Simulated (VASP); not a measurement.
# TaN (NiAs type) (P6_3/mmc) in VASP: a series of runs, part 2 of 2

VASP 6.6.1. Earlier steps stand in the parts before.

## 3. Single point, PBE

INCAR reads:

```
SYSTEM = TaN
ALGO     = Normal         ! electronic algorithm
EDIFF    = 1E-6           ! SCF threshold, eV
ENCUT    = 520            ! plane-wave cutoff, eV
GGA      = PE             ! functional
ISIF     = 2              ! what is computed and relaxed
ISMEAR   = -1             ! smearing method
LASPH    = .True.         ! aspherical terms in the spheres
LCHARG   = .False.        ! write CHGCAR
LREAL    = .False.        ! projectors in reciprocal space
LWAVE    = .False.        ! write WAVECAR
NBANDS   = 24             ! bands
NELM     = 100            ! most SCF steps
PREC     = Accurate       ! precision mode
SIGMA    = 0.1            ! smearing width, eV
```

KPOINTS reads:

```
k-points
0
Gamma
  12 12 7
  0 0 0
```

POSCAR reads:

```
TaN
1.0
    2.5492351773      0.0000000000      0.0000000000
   -1.2746175886      2.2077024238      0.0000000000
    0.0000000000      0.0000000000      5.3652273425
Ta N
2 2
Direct
    0.0000000000      0.0000000000      0.0000000000
    0.0000000000      0.0000000000      0.5000000000
    0.3333333333      0.6666666667      0.2500000000
    0.6666666667      0.3333333333      0.7500000000
```

Potentials or basis: VASP PAW PBE potentials, release 64 (Ta_pv, N).

On the command line:

```console
> cat potpaw_PBE.64/Ta_pv/POTCAR potpaw_PBE.64/N/POTCAR > POTCAR
> mpirun -np 1 vasp_std > vasp.out
```

OUTCAR:

```text
SYSTEM = TaN
   EDIFF = 1E-6
   ENCUT = 520
   GGA = PE
   ISIF = 2
   ISMEAR = -1
   LASPH = .True.
   LREAL = .False.
   NELM = 100
   PREC = Accurate

 ion  position               nearest neighbor table
   1  0.000  0.000  0.000-   3 1.99   4 1.99   4 1.99   3 1.99   4 1.99   3 1.99   2 2.68   2 2.68

   2  0.000  0.000  0.500-   3 1.99   4 1.99   4 1.99   3 1.99   4 1.99   3 1.99   1 2.68   1 2.68

   3  0.333  0.667  0.250-   1 1.99   2 1.99   1 1.99   2 1.99   1 1.99   2 1.99
   4  0.667  0.333  0.750-   1 1.99   2 1.99   1 1.99   2 1.99   1 1.99   2 1.99

  LATTYP: Found a hexagonal cell.
 ALAT       =     2.5492351773
 C/A-ratio  =     2.1046419688

  Lattice vectors:

 A1 = (   2.5492351773,   0.0000000000,   0.0000000000)
 A2 = (  -1.2746175886,   2.2077024238,   0.0000000000)
 A3 = (   0.0000000000,   0.0000000000,   5.3652273425)

Analysis of symmetry for initial positions (statically):
[... 35 lines left out ...]
                                     Primitive cell

  volume of cell :      30.1952

  direct lattice vectors                    reciprocal lattice vectors
     2.549235177  0.000000000  0.000000000     0.392274518  0.226479798  0.000000000
    -1.274617589  2.207702424  0.000000000     0.000000000  0.452959597  0.000000000
     0.000000000  0.000000000  5.365227342     0.000000000  0.000000000  0.186385392

  length of vectors
     2.549235177  2.549235177  5.365227342     0.452959597  0.452959597  0.186385392

  position of ions in fractional coordinates (direct lattice)
     0.000000000  0.000000000  0.000000000
     0.000000000  0.000000000  0.500000000
     0.333333333  0.666666667  0.250000000
     0.666666667  0.333333333  0.750000000

  ion indices of the primitive-cell ions
   primitive index   ion index
                 1           1
                 2           2
                 3           3
                 4           4

----------------------------------------------------------------------------------------

 KPOINTS: k-points
[... 79 lines left out ...]
   NELECT =      32.0000    total number of electrons
   NUPDOWN=      -1.0000    fix difference up-down
   EMIN   =  10.00;   EMAX   =-10.00  energy-range for DOS
   EFERMI =   0.00;   METHOD = LEGACY
   ISMEAR =    -1;   SIGMA  =   0.10  broadening in eV -4-tet -1-fermi 0-gaus
   EFERMI_NEDOS =   21; number of points for ismear=-14 and -15
   IALGO  =     38    algorithm
   IMIX   =      4    mixing-type and parameters
     AMIX     =   0.40;   BMIX     =  1.00
     AMIX_MAG =   1.60;   BMIX_MAG =  1.00
  volume/ion in A,a.u.               =       7.55        50.94
  Fermi-wavevector in a.u.,A,eV,Ry     =   1.669086  3.154115 37.903750  2.785847
  Thomas-Fermi vector in A             =   2.754820
   LORBIT       =      0    0 simple, 1 ext, 2 COOP (PROOUT), +10 PAW based schemes
   GGA     = PE    functional components
   LHFCALC =     F    Hartree Fock is set to
   AEXX    =    0.0000 exact exchange contribution
   IVDW    =     0    specifies the selected vdW correction
   LEPSILON=     F    determine dielectric tensor
   LRPA    =     F    only Hartree local field effects (RPA)
 non-spin polarized calculation
  energy-cutoff  :      520.00
  volume of cell :       30.20
 maximum number of plane-waves:       836
 NGX is ok and might be reduce to    20
   NGX =  9   NGY =  9   NGZ = 19

 number of electron      32.0000003 magnetization

 Free energy of the ion-electron system (eV)
  ---------------------------------------------------
  ext. energy  EPLUGINS =         0.00000000
  ---------------------------------------------------
  free energy    TOTEN  =       -35.91529245 eV

  energy without entropy =      -35.89182135  energy(sigma->0) =      -35.90355690

 E-fermi :  12.2218     XC(G=0): -15.4220

 val. band max:       12.1945766486   @ k =   0.0833   0.0833   0.4286
 cond. band min:      12.2286376806   @ k =   0.0833   0.0000   0.0000
 fundamental gap:      0.0340610320
 Fermi energy:        12.2217835272

 k-point     1 :       0.0000    0.0000    0.0000
  band No.  band energies     occupation
      1     -24.1889      2.00000
      2     -21.9411      2.00000
      3     -20.8483      2.00000
      4     -20.8483      2.00000
      5     -20.6698      2.00000
      6     -20.6698      2.00000
[... 637 lines left out ...]
     23      21.6332      0.00000
     24      23.3900      0.00000

 [... further k-points ...]
[... 5 lines left out ...]
  --------------------------------------------------------------------------------------
  -------------------------------------------------------------------------------------
  Total       50.0490762     50.0490762     50.1284242      0.0000000      0.0000000      0.0000000
  in kB     2655.6331551   2655.6331552   2659.8434031      0.0000001      0.0000000      0.0000000
  external PRESSURE =    2657.0365711 kB  Pullay stress =       0.0000000 kB

 VOLUME and BASIS-vectors are now :
 -----------------------------------------------------------------------------
  energy-cutoff  :      520.00
  volume of cell :       30.20
      direct lattice vectors                 reciprocal lattice vectors
     2.549235177  0.000000000  0.000000000     0.392274518  0.226479798  0.000000000
    -1.274617589  2.207702424  0.000000000     0.000000000  0.452959597  0.000000000
     0.000000000  0.000000000  5.365227342     0.000000000  0.000000000  0.186385392

 POSITION                                       TOTAL-FORCE (eV/Angst)
 -----------------------------------------------------------------------------------
      0.00000      0.00000      0.00000        -0.000000      0.000000      0.000000
      0.00000      0.00000      2.68261        -0.000000      0.000000      0.000000
     -0.00000      1.47180      1.34131         0.000000      0.000000      0.000000
      1.27462      0.73590      4.02392        -0.000000      0.000000     -0.000000
 -----------------------------------------------------------------------------------
    total drift:                                0.000000     -0.000000      0.000000

  FREE ENERGIE OF THE ION-ELECTRON SYSTEM (eV)
  ---------------------------------------------------
  free  energy   TOTEN  =       -35.9152924487 eV

  energy  without entropy=      -35.8918213451  energy(sigma->0) =      -35.90355690
```

OSZICAR:

```text
N       E                     dE             d eps       ncg     rms          rms(c)
DAV:   1     0.282245559751E+03    0.28225E+03   -0.17357E+04  3648   0.149E+03
DAV:   2    -0.287957333670E+02   -0.31104E+03   -0.29626E+03  4312   0.440E+02
DAV:   3    -0.416637007983E+02   -0.12868E+02   -0.12743E+02  4512   0.884E+01
DAV:   4    -0.417693617753E+02   -0.10566E+00   -0.10550E+00  4064   0.815E+00
DAV:   5    -0.417703501733E+02   -0.98840E-03   -0.98835E-03  4536   0.654E-01    0.668E+01
DAV:   6    -0.360552623129E+02    0.57151E+01   -0.14157E+01  4512   0.335E+01    0.303E+01
DAV:   7    -0.359514205274E+02    0.10384E+00   -0.11101E+00  3976   0.774E+00    0.141E+01
DAV:   8    -0.359200242134E+02    0.31396E-01   -0.40812E-02  4576   0.135E+00    0.203E+00
DAV:   9    -0.359153982858E+02    0.46259E-02   -0.10329E-02  4296   0.845E-01    0.279E-01
DAV:  10    -0.359153303760E+02    0.67910E-04   -0.10469E-03  4432   0.267E-01    0.762E-02
DAV:  11    -0.359152962733E+02    0.34103E-04   -0.54823E-05  4392   0.736E-02    0.240E-02
DAV:  12    -0.359152935564E+02    0.27169E-05   -0.66676E-06  4328   0.180E-02    0.893E-03
DAV:  13    -0.359152924968E+02    0.10596E-05   -0.22257E-07  2168   0.392E-03    0.284E-03
DAV:  14    -0.359152924487E+02    0.48120E-07   -0.11037E-07  1944   0.305E-03
   1 F= -.35915292E+02 E0= -.35903557E+02  d E =-.234711E-01
```

Wall time 64 s (1 thread of Intel Xeon Platinum 8488C (Sapphire Rapids), shared host); peak memory 0.17 GiB.

What came out:

```yaml
Free_energy: -35.9153 eV
Pressure: 265.7 GPa
Band_gap_on_the_k_mesh: zero (band 16 reaches 13.22 eV, above the bottom of band 17 at 11.66 eV)
```

Stress tensor (GPa, compression positive):
```
265.56   0.00   0.00
  0.00 265.56   0.00
  0.00   0.00 265.98
```

Caveat: spin-orbit coupling is left out, which moves the levels of the heavy elements.
